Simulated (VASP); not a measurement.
MoS2, 3 atoms in the cell. Symmetry: R3m, No. 160, trigonal system. The conventional cell has a = 2.996 Å, b = 2.996 Å, c = 16.698 Å, α = 90.00°, β = 90.00°, γ = 120.00°. Within 3.0 Å of Mo (site symmetry 3m) lie 6 S at 2.26 Å and 6 Mo at 3.00 Å. S (site symmetry 3m) has 3 Mo at 2.26 Å and 7 S at 2.90 to 3.00 Å within 3.0 Å. S (site symmetry 3m) has 3 Mo at 2.26 Å and 7 S at 2.90 to 3.00 Å within 3.0 Å. 

```yaml
Program: VASP 6.6.1
Task: single point
Functional: PBE
Dispersion: D3(BJ)
Potentials_or_basis: VASP PAW PBE potentials, release 64 (Mo_sv, S)
Cutoff: 520 eV
k_mesh: 12 × 12 × 12
Occupations: gaussian, width 0.05 eV
Spin: no spin polarisation
Dipole_correction: no
Further_INCAR_settings: ALGO = Normal; EDIFF = 1e-06; NBANDS = 20
```

Potentials or basis: VASP PAW PBE potentials, release 64 (Mo_sv, S).

The run is started by

```bash
$ cat potpaw_PBE.64/Mo_sv/POTCAR potpaw_PBE.64/S/POTCAR > POTCAR
$ mpirun -np 1 vasp_std > vasp.out
```

Hardware: 1 thread of Intel Xeon 8259CL, with other jobs on the host.

Problem. How long does it take, and how much memory?

Solution. Wall time 8.8 min on 1 thread of Intel Xeon 8259CL, on a shared host, peak memory 0.42 GiB. Counts: scf iterations 14, k points 189.
